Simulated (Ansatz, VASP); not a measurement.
# AlAs in VASP and in Ansatz

```
Al As
1.0
     0.00000    2.83740    2.83740
     2.83740    0.00000    2.83740
     2.83740    2.83740    0.00000
Al As
1 1
Direct
  0.00000 0.00000 0.00000
  0.25000 0.25000 0.25000
```

Alike in both runs: functional PBEsol; k mesh 8 × 8 × 8; occupations gaussian, width 0.02 eV; no spin polarisation.

Ansatz relaxed the structure, and its values are those at the end. VASP's run is a single point on that final structure, the one shown.

|  | VASP | Ansatz |
| --- | --- | --- |
| version | VASP 6.6.1 | Ansatz 0.2.0 |
| potentials or method | VASP PAW PBE potentials, release 64 (Al, As), cutoff 500 eV | scalar-relativistic, plane waves, PAW |
| valence electrons in the cell | 8 | 18 |

Ansatz gave:

```
gap on the k mesh at the Fermi level (eV) : 1.34
least direct gap on the mesh (eV)         : 1.90
pressure (GPa)                            : 0.0
```

Question: What did VASP give for the same quantities?

Answer: gap on the k mesh at the Fermi level (eV): 1.33; least direct gap on the mesh (eV): 1.92; pressure (GPa): 0.3.

VASP's potentials were made for PBE, not for PBEsol. With one functional, cell and mesh, what is left measures potentials, basis and numerics. VASP's potentials hold 8 valence electrons a cell and Ansatz's 18, so a difference there can come from the potentials and not from the codes.
